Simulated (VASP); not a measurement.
Here is a VASP 6.6.1 calculation.

File INCAR:

```
SYSTEM = LiBeF3
PREC = Accurate ; ENCUT = 520
EDIFF = 1E-6 ; ISMEAR = 0
SIGMA = 0.1 ; LREAL = .FALSE.
LASPH = .TRUE. ; NELM = 100
ALGO = Normal ; ISIF = 2
LWAVE = .FALSE. ; LCHARG = .FALSE.
GGA = PE ; NBANDS = 37
```

The input KPOINTS:

```
regular mesh
0
G
  4 4 2
  0 0 0
```

File POSCAR:

```
LiBeF3
1.0
    2.8041414304      0.0092654739     -0.2871546240
    0.0017712170      4.6846601389      0.1387474922
   -0.5434862627      0.2729974431      8.4693709427
Li Be F
2 2 6
Direct
    0.6505858546      0.5909985218      0.3025158593
    0.3537540484      0.5287936416      0.7059259032
    0.0036196210     -0.6012933778      0.0067514741
    0.2380025357      0.0537359376      0.4763904008
    0.0784839457      0.5791522674      0.1576205884
   -0.0783498910      0.5731166395      0.8424891449
    0.6923810949      0.1606623156      0.3849326412
    0.3182598546      0.1637765324      0.6380125776
    0.5081164020      0.2286874969      0.0154401509
    0.2351465341      0.7223700249      0.4699212598
```

Potentials or basis: VASP PAW PBE potentials, release 64 (Li_sv, Be, F).

Command:

```sh
$ cat potpaw_PBE.64/Li_sv/POTCAR potpaw_PBE.64/Be/POTCAR potpaw_PBE.64/F/POTCAR > POTCAR
$ mpirun -np 1 vasp_std > vasp.out
```

Estimate the band gap on the k mesh.

7.23 eV, indirect (the least direct gap lies 0.8 meV higher).

Estimate the largest force.

0.050 eV/Å.

Forces on the atoms (eV/Å):
```
Li   0.003 -0.003  0.015
Li  -0.002  0.014 -0.012
Be   0.000 -0.025 -0.002
Be  -0.001  0.025 -0.007
F    0.004  0.018  0.033
F   -0.003  0.012 -0.022
F   -0.003  0.012 -0.020
F    0.003  0.015  0.021
F    0.000 -0.018  0.003
F   -0.001 -0.049 -0.008
```

Caveat: the k points lie up to 0.57 Å⁻¹ apart. PBE gaps usually lie below the measured ones, often by a third to a half.
